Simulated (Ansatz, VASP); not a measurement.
Ti3O in VASP and in Ansatz

```
Ti O
1.0
     2.93580    0.00000    0.00000
    -1.46790    2.54247    0.00000
     0.00000    0.00000   23.63619
Ti O
3 1
Direct
  0.33333 0.66667 0.35962
  0.66667 0.33333 0.45320
  0.33333 0.66667 0.54674
  0.33333 0.16667 0.60397
```

Alike in both runs: task single point; functional r2SCAN; k mesh 12 × 12 × 1; occupations gaussian, width 0.1 eV; no spin polarisation.

|  | VASP | Ansatz |
| --- | --- | --- |
| version | VASP 6.6.1 | Ansatz 0.2.0 |
| potentials or method | VASP PAW PBE potentials, release 64 (Ti_sv, O), cutoff 520 eV | scalar-relativistic, plane waves, PAW |
| valence electrons in the cell | 42 | 42 |

Ansatz gave:

| Quantity | Value |
| --- | --- |
| gap on the k mesh at the Fermi level (eV) | none |
| rms of the force components (eV/Å) | 2.265 |

Problem. Which values does VASP return?

Solution. gap on the k mesh at the Fermi level (eV): none; rms of the force components (eV/Å): 2.228.

VASP's potentials were made for PBE, not for r2SCAN. Atom by atom the forces differ by 0.039 eV/Å (rms over components). A gap of «none» marks a metal or a gap that the smearing closes. Ansatz's warnings: xc potential rough in thin density.
